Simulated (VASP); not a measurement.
Wanted: the native input for a VASP 6.6.1 run.

```
Task                   : relaxation of cell and atoms
Functional             : PBE
Potentials or basis    : VASP PAW PBE potentials, release 64 (Mg, S)
Cutoff                 : 600 eV
k mesh                 : 12 × 12 × 8
Occupations            : gaussian, width 0.02 eV
Spin                   : no spin polarisation
Dipole correction      : no
Further INCAR settings : ALGO = Normal; EDIFF = 1e-07; IBRION = 2; EDIFFG = -0.01; NSW = 100; ISIF = 3
```

The structure of MgS lies in POSCAR:

```
MgS
1.0
    3.6099927449      0.0000000000      0.0000000000
   -1.8049963725      3.1263454246      0.0000000000
    0.0000000000      0.0000000000      3.3049537847
Mg S
1 1
Direct
    0.6666666667      0.3333333333      0.5000000000
    0.0000000000      0.0000000000      0.0000000000
```

The input as run:

INCAR

```
ALGO = Normal
EDIFF = 1E-7
EDIFFG = -0.01
ENCUT = 600
GGA = PE
IBRION = 2
ISIF = 3
ISMEAR = 0
LASPH = True
LCHARG = False
LREAL = False
LWAVE = False
NELM = 100
NSW = 100
PREC = Accurate
SIGMA = 0.02
```

KPOINTS

```
k-points
0
Gamma
  12 12 8
```

Potentials or basis: VASP PAW PBE potentials, release 64 (Mg, S).

Run with:

```bash
$ cat potpaw_PBE.64/Mg/POTCAR potpaw_PBE.64/S/POTCAR > POTCAR
$ mpirun -np 1 vasp_std > vasp.out
```

Results of the run:

```
Relaxed volume                         : 18.60 Å³/atom
Relaxed cell                           : a = 3.607 Å, b = 3.607 Å, c = 3.301 Å, α = 90.00°, β = 90.00°, γ = 120.00°
Space group after relaxing (to 0.05 Å) : P-6m2 (No. 187)
Energy gained by relaxing              : 0.0 meV/atom
Ionic steps                            : 3
Pressure after relaxing                : 0.0 GPa
Band gap on the k mesh                 : 1.13 eV, indirect (least direct gap 2.11 eV)
```

Run time: 2.1 min on 1 thread of Intel Xeon 8259CL, on a shared host, peak memory 0.2 GiB.
